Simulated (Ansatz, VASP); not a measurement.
**InAs in VASP and in Ansatz**

```
CELL_PARAMETERS angstrom
0.00000 3.09161 3.09161
3.09161 0.00000 3.09161
3.09161 3.09161 0.00000
ATOMIC_POSITIONS crystal
In 0.00000 0.00000 0.00000
As 0.25000 0.25000 0.25000
```

Alike in both runs: functional PBE; k mesh 6 × 6 × 6; occupations gaussian, width 0.1 eV; no spin polarisation.

Ansatz relaxed the structure, and its values are those at the end. VASP's run is a single point on that final structure, the one shown.

```csv
,VASP,Ansatz
version,VASP 6.6.1,Ansatz 0.2.0
potentials or method,"VASP PAW PBE potentials, release 64 (In_d, As), cutoff 500 eV","scalar-relativistic, plane waves, PAW"
valence electrons in the cell,18,28
```

```tsv
	VASP	Ansatz	Ansatz less VASP
gap on the k mesh at the Fermi level (eV)	none	none	-
pressure (GPa)	0.2	0.1	-0.05
```

A gap of «none» marks a metal or a gap that the smearing closes. With one functional, cell and mesh, what is left measures potentials, basis and numerics. VASP's potentials hold 18 valence electrons a cell and Ansatz's 28, so a difference there can come from the potentials and not from the codes.
